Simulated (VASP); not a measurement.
# AlN in VASP: notebook

AlN is run at these levels: PBEsol; tasks: single point.

Everything below comes from runs of VASP 6.6.1. Logs are shortened: lines on timing, memory, paths and dates and some standing lists are left out, and cuts for length are marked.

**1. The cell of the first run**

Symmetry: F-43m, No. 216, cubic system. Conventional cell: a = 4.368 Å, b = 4.368 Å, c = 4.368 Å, α = 90.00°, β = 90.00°, γ = 90.00°. Al (site symmetry -43m) has 4 N at 1.89 Å within 2.5 Å. N (site symmetry -43m) has 4 Al at 1.89 Å within 2.5 Å.

**2. Single point, PBEsol**

File INCAR:

```
ALGO = Normal ; EDIFF = 1E-6
ENCUT = 520 ; GGA = PS
ISIF = 2 ; ISMEAR = -1
LASPH = True ; LCHARG = False
LREAL = False ; LWAVE = False
NBANDS = 11 ; NELM = 100
PREC = Accurate ; SIGMA = 0.05
```

File KPOINTS:

```
k-points
0
Gamma
  9 9 9
```

File POSCAR:

```
AlN
1.0
    0.0000000000      2.1839935596      2.1839935596
    2.1839935596      0.0000000000      2.1839935596
    2.1839935596      2.1839935596      0.0000000000
Al N
1 1
Direct
    0.0000000000      0.0000000000      0.0000000000
    0.2500000000      0.2500000000      0.2500000000
```

Potentials or basis: VASP PAW PBE potentials, release 64 (Al, N).

Launch:

```
$ cat potpaw_PBE.64/Al/POTCAR potpaw_PBE.64/N/POTCAR > POTCAR
$ mpirun -np 1 vasp_std > vasp.out
```

OUTCAR:

```text
EDIFF = 1E-6
   ENCUT = 520
   GGA = PS
   ISIF = 2
   ISMEAR = -1
   LASPH = True
   LREAL = False
   NELM = 100
   PREC = Accurate

 ion  position               nearest neighbor table
   1  0.000  0.000  0.000-   2 1.89   2 1.89   2 1.89   2 1.89
   2  0.250  0.250  0.250-   1 1.89   1 1.89   1 1.89   1 1.89

  LATTYP: Found a face centered cubic cell.
 ALAT       =     4.3679871192

  Lattice vectors:

 A1 = (   0.0000000000,   2.1839935596,   2.1839935596)
 A2 = (   2.1839935596,   0.0000000000,   2.1839935596)
 A3 = (   2.1839935596,   2.1839935596,   0.0000000000)

Analysis of symmetry for initial positions (statically):
=====================================================================
 Subroutine PRICEL returns:
 Original cell was already a primitive cell.

 Routine SETGRP: Setting up the symmetry group for a
 face centered cubic supercell.

 Subroutine GETGRP returns: Found 24 space group operations
 (whereof 24 operations were pure point group operations)
 out of a pool of 48 trial point group operations.

The static configuration has the point symmetry T_d .

Analysis of symmetry for dynamics (positions and initial velocities):
=====================================================================
 Subroutine PRICEL returns:
 Original cell was already a primitive cell.

 Routine SETGRP: Setting up the symmetry group for a
 face centered cubic supercell.

 Subroutine GETGRP returns: Found 24 space group operations
 (whereof 24 operations were pure point group operations)
 out of a pool of 48 trial point group operations.

The dynamic configuration has the point symmetry T_d .

 Subroutine INISYM returns: Found 24 space group operations
 (whereof 24 operations are pure point group operations),
 and found     1 'primitive' translations

----------------------------------------------------------------------------------------

                                     Primitive cell

  volume of cell :      20.8345

  direct lattice vectors                    reciprocal lattice vectors
     0.000000000  2.183993560  2.183993560    -0.228938404  0.228938404  0.228938404
     2.183993560  0.000000000  2.183993560     0.228938404 -0.228938404  0.228938404
     2.183993560  2.183993560  0.000000000     0.228938404  0.228938404 -0.228938404

  length of vectors
     3.088633312  3.088633312  3.088633312     0.396532948  0.396532948  0.396532948

[... 86 lines left out ...]
   ISIF   =      2    stress and relaxation
   ISYM   =      2    0-nonsym 1-usesym 2-fastsym
   POTIM  = 0.5000    time-step for ionic-motion
   TEBEG  =    0.0;   TEEND  =   0.0 temperature during run
   PSTRESS=    0.0 pullay stress
   NELECT =       8.0000    total number of electrons
   NUPDOWN=      -1.0000    fix difference up-down
   EMIN   =  10.00;   EMAX   =-10.00  energy-range for DOS
   EFERMI =   0.00;   METHOD = LEGACY
   ISMEAR =    -1;   SIGMA  =   0.05  broadening in eV -4-tet -1-fermi 0-gaus
   EFERMI_NEDOS =   21; number of points for ismear=-14 and -15
   IALGO  =     38    algorithm
   IMIX   =      4    mixing-type and parameters
     AMIX     =   0.40;   BMIX     =  1.00
     AMIX_MAG =   1.60;   BMIX_MAG =  1.00
  volume/ion in A,a.u.               =      10.42        70.30
  Fermi-wavevector in a.u.,A,eV,Ry     =   1.189899  2.248583 19.263943  1.415860
  Thomas-Fermi vector in A             =   2.325996
   LORBIT       =      0    0 simple, 1 ext, 2 COOP (PROOUT), +10 PAW based schemes
   GGA     = PS    functional components
   LHFCALC =     F    Hartree Fock is set to
   AEXX    =    0.0000 exact exchange contribution
   IVDW    =     0    specifies the selected vdW correction
   LEPSILON=     F    determine dielectric tensor
   LRPA    =     F    only Hartree local field effects (RPA)
 non-spin polarized calculation
  energy-cutoff  :      520.00
  volume of cell :       20.83
 maximum number of plane-waves:       571
   NGX = 11   NGY = 11   NGZ = 11

 number of electron       8.0000000 magnetization

 Free energy of the ion-electron system (eV)
  ---------------------------------------------------
  ext. energy  EPLUGINS =         0.00000000
  ---------------------------------------------------
  free energy    TOTEN  =       -15.61070476 eV

  energy without entropy =      -15.61070476  energy(sigma->0) =      -15.61070476

 E-fermi :   6.8971     XC(G=0): -11.1292

 val. band max:        5.8782678271   @ k =   0.0000   0.0000   0.0000
 cond. band min:       9.2503212507   @ k =   0.4444   0.4444   0.0000
 fundamental gap:      3.3720534236
 Fermi energy:         6.8971018044

 k-point     1 :       0.0000    0.0000    0.0000
  band No.  band energies     occupation
      1      -9.0800      2.00000
      2       5.8783      2.00000
      3       5.8783      2.00000
      4       5.8783      2.00000
      5      10.0110      0.00000
      6      18.3469      0.00000
      7      18.3469      0.00000
      8      18.3469      0.00000
      9      23.4655      0.00000
     10      23.4655      0.00000
     11      24.8179      0.00000
[... 309 lines left out ...]
 k-point    24 :       0.4444    0.4444    0.0000
  band No.  band energies     occupation
      1      -6.4682      2.00000
      2       1.0622      2.00000
      3       4.1336      2.00000
      4       4.1336      2.00000
      5       9.2503      0.00000
      6      14.4469      0.00000
      7      19.5255      0.00000
      8      21.3845      0.00000
      9      21.3845      0.00000
     10      29.0679      0.00000
     11      29.4622      0.00000

 [... further k-points ...]

------------------------ aborting loop because EDIFF is reached ----------------------------------------

  FORCE on cell =-STRESS in cart. coord.  units (eV):
  Direction    XX          YY          ZZ          XY          YZ          ZX
  --------------------------------------------------------------------------------------
  -------------------------------------------------------------------------------------
  Total        0.1724806      0.1724806      0.1724806     -0.0000000     -0.0000000     -0.0000000
  in kB       13.2637639     13.2637639     13.2637639     -0.0000000     -0.0000000     -0.0000000
  external PRESSURE =      13.2637639 kB  Pullay stress =       0.0000000 kB

 VOLUME and BASIS-vectors are now :
 -----------------------------------------------------------------------------
  energy-cutoff  :      520.00
  volume of cell :       20.83
      direct lattice vectors                 reciprocal lattice vectors
     0.000000000  2.183993560  2.183993560    -0.228938404  0.228938404  0.228938404
     2.183993560  0.000000000  2.183993560     0.228938404 -0.228938404  0.228938404
     2.183993560  2.183993560  0.000000000     0.228938404  0.228938404 -0.228938404

 POSITION                                       TOTAL-FORCE (eV/Angst)
 -----------------------------------------------------------------------------------
      0.00000      0.00000      0.00000        -0.000000     -0.000000     -0.000000
      1.09200      1.09200      1.09200         0.000000      0.000000      0.000000
 -----------------------------------------------------------------------------------
    total drift:                                0.000000      0.000000      0.000000

  FREE ENERGIE OF THE ION-ELECTRON SYSTEM (eV)
  ---------------------------------------------------
  free  energy   TOTEN  =       -15.6107047613 eV

  energy  without entropy=      -15.6107047613  energy(sigma->0) =      -15.61070476
```

OSZICAR:

```text
N       E                     dE             d eps       ncg     rms          rms(c)
DAV:   1     0.968000643781E+01    0.96800E+01   -0.37285E+03   786   0.593E+02
DAV:   2    -0.169719481485E+02   -0.26652E+02   -0.25836E+02   925   0.136E+02
DAV:   3    -0.178392005754E+02   -0.86725E+00   -0.86622E+00   972   0.235E+01
DAV:   4    -0.178431564299E+02   -0.39559E-02   -0.39555E-02   851   0.173E+00
DAV:   5    -0.178432000177E+02   -0.43588E-04   -0.43588E-04   946   0.178E-01    0.829E+00
DAV:   6    -0.156519099748E+02    0.21913E+01   -0.10811E+01   892   0.163E+01    0.285E+00
DAV:   7    -0.156290573618E+02    0.22853E-01   -0.15497E-01   851   0.303E+00    0.202E+00
DAV:   8    -0.156119442205E+02    0.17113E-01   -0.27571E-02   857   0.154E+00    0.558E-01
DAV:   9    -0.156106916360E+02    0.12526E-02   -0.35705E-03   926   0.366E-01    0.231E-01
DAV:  10    -0.156107022496E+02   -0.10614E-04   -0.26881E-04   857   0.110E-01    0.124E-02
DAV:  11    -0.156107048473E+02   -0.25977E-05   -0.23144E-06   926   0.127E-02    0.150E-02
DAV:  12    -0.156107047613E+02    0.85975E-07   -0.23469E-07   493   0.397E-03
   1 F= -.15610705E+02 E0= -.15610705E+02  d E =-.683234E-10
```

Run time: 3.7 s. Hardware: 1 thread of AMD EPYC 9R45 (Zen 5), shared host; peak memory 0.1 GiB.

What came out:

* Free energy: -15.6107 eV
* Pressure: 1.3 GPa
* Band gap on the k mesh: 3.37 eV, indirect (least direct gap 4.13 eV)

Levels at points of the mesh, in eV from the valence-band top:
```tsv
k point	band 1	band 2	band 3	band 4	band 5	band 6	band 7	band 8
(0.00, 0.00, 0.00)	-14.96	0.00	0.00	0.00	4.13	12.47	12.47	12.47
```

Caveat: the PAW data sets were made with another functional, which shifts forces and pressure a little.

**3. Single point, PBEsol**

This run uses another cell than the first one, of 10.00 Å³/atom, 0.960 times its volume.

File INCAR:

```
SYSTEM = AlN
PREC = Accurate
ENCUT = 520
EDIFF = 1E-6
ISMEAR = -1
SIGMA = 0.05
LREAL = .False.
LASPH = .True.
NELM = 100
ALGO = Normal
ISIF = 2
LWAVE = .False.
LCHARG = .False.
GGA = PS
NBANDS = 11
```

File KPOINTS:

```
Automatic mesh
0
Gamma
  9 9 9
  0 0 0
```

File POSCAR:

```
AlN
1.0
    0.0000000000      2.1403136884      2.1839935596
    2.1403136884      0.0000000000      2.1839935596
    2.1403136884      2.1403136884      0.0000000000
Al N
1 1
Direct
    0.0000000000      0.0000000000      0.0000000000
    0.2500000000      0.2500000000      0.2500000000
```

Potentials or basis: VASP PAW PBE potentials, release 64 (Al, N).

Launch:

```
$ cat potpaw_PBE.64/Al/POTCAR potpaw_PBE.64/N/POTCAR > POTCAR
$ mpirun -np 1 vasp_std > vasp.out
```

OUTCAR:

```text
SYSTEM = AlN
   PREC = Accurate
   ENCUT = 520
   EDIFF = 1E-6
   ISMEAR = -1
   LREAL = .False.
   LASPH = .True.
   NELM = 100
   ISIF = 2
   GGA = PS

 ion  position               nearest neighbor table
   1  0.000  0.000  0.000-   2 1.87   2 1.87   2 1.87   2 1.87
   2  0.250  0.250  0.250-   1 1.87   1 1.87   1 1.87   1 1.87

  LATTYP: Found a body centered tetragonal cell.
 ALAT       =     3.0268606459
 C/A-ratio  =     1.4430750637

  Lattice vectors:

 A1 = (  -2.1403136884,   0.0000000000,   2.1839935596)
 A2 = (   2.1403136884,   0.0000000000,   2.1839935596)
 A3 = (   0.0000000000,   2.1403136884,  -2.1839935596)

Analysis of symmetry for initial positions (statically):
=====================================================================
 Subroutine PRICEL returns:
 Original cell was already a primitive cell.

 Routine SETGRP: Setting up the symmetry group for a
 body centered tetragonal supercell.

 Subroutine GETGRP returns: Found  8 space group operations
 (whereof  8 operations were pure point group operations)
 out of a pool of 16 trial point group operations.

[... 170 lines left out ...]
      1      -8.9309      2.00000
      2       6.2089      2.00000
      3       6.2975      2.00000
      4       6.2975      2.00000
      5      10.7591      0.00000
      6      19.1326      0.00000
      7      19.1326      0.00000
      8      19.1498      0.00000
      9      23.8106      0.00000
     10      24.5192      0.00000
     11      25.0999      0.00000
[... 309 lines left out ...]
 k-point    24 :       0.4444    0.4444    0.0000
  band No.  band energies     occupation
      1      -6.2271      2.00000
      2       1.2084      2.00000
      3       4.5954      2.00000
      4       4.5954      2.00000
      5       9.7216      0.00000
      6      15.2800      0.00000
      7      20.2200      0.00000
      8      22.3882      0.00000
      9      22.3882      0.00000
     10      30.0999      0.00000
     11      30.7550      0.00000

 [... further k-points ...]

------------------------ aborting loop because EDIFF is reached ----------------------------------------

  FORCE on cell =-STRESS in cart. coord.  units (eV):
  Direction    XX          YY          ZZ          XY          YZ          ZX
  --------------------------------------------------------------------------------------
  -------------------------------------------------------------------------------------
  Total        1.4032135      1.4032135      1.0688402      0.0000000      0.0000000      0.0000000
  in kB      112.3564786    112.3564786     85.5829272      0.0000000      0.0000000      0.0000000
  external PRESSURE =     103.4319615 kB  Pullay stress =       0.0000000 kB

 VOLUME and BASIS-vectors are now :
 -----------------------------------------------------------------------------
  energy-cutoff  :      520.00
  volume of cell :       20.01
      direct lattice vectors                 reciprocal lattice vectors
     0.000000000  2.140313688  2.183993560    -0.233610616  0.233610616  0.228938404
     2.140313688  0.000000000  2.183993560     0.233610616 -0.233610616  0.228938404
     2.140313688  2.140313688  0.000000000     0.233610616  0.233610616 -0.228938404

 POSITION                                       TOTAL-FORCE (eV/Angst)
 -----------------------------------------------------------------------------------
      0.00000      0.00000      0.00000         0.000000      0.000000     -0.000000
      1.07016      1.07016      1.09200        -0.000000     -0.000000      0.000000
 -----------------------------------------------------------------------------------
    total drift:                                0.000000      0.000000      0.000000

  FREE ENERGIE OF THE ION-ELECTRON SYSTEM (eV)
  ---------------------------------------------------
  free  energy   TOTEN  =       -15.5785682323 eV

  energy  without entropy=      -15.5785682323  energy(sigma->0) =      -15.57856823
```

It took 7.2 s on 1 thread of AMD EPYC 9R45 (Zen 5), shared host; peak memory 0.11 GiB.

Results:

| Quantity | Value |
| --- | --- |
| Free energy | -15.5786 eV |
| Pressure | 10.3 GPa |
| Band gap on the k mesh | 3.34 eV, indirect (least direct gap 4.46 eV) |

Levels at points of the mesh, in eV from the valence-band top:
```tsv
k point	band 1	band 2	band 3	band 4	band 5	band 6	band 7	band 8
(0.00, 0.00, 0.00)	-15.23	-0.09	0.00	0.00	4.46	12.84	12.84	12.85
```

Caveat: the PAW data sets were made with another functional, which shifts forces and pressure a little. A k mesh can miss the band edges.

(Part 1 of 2 ends here.)
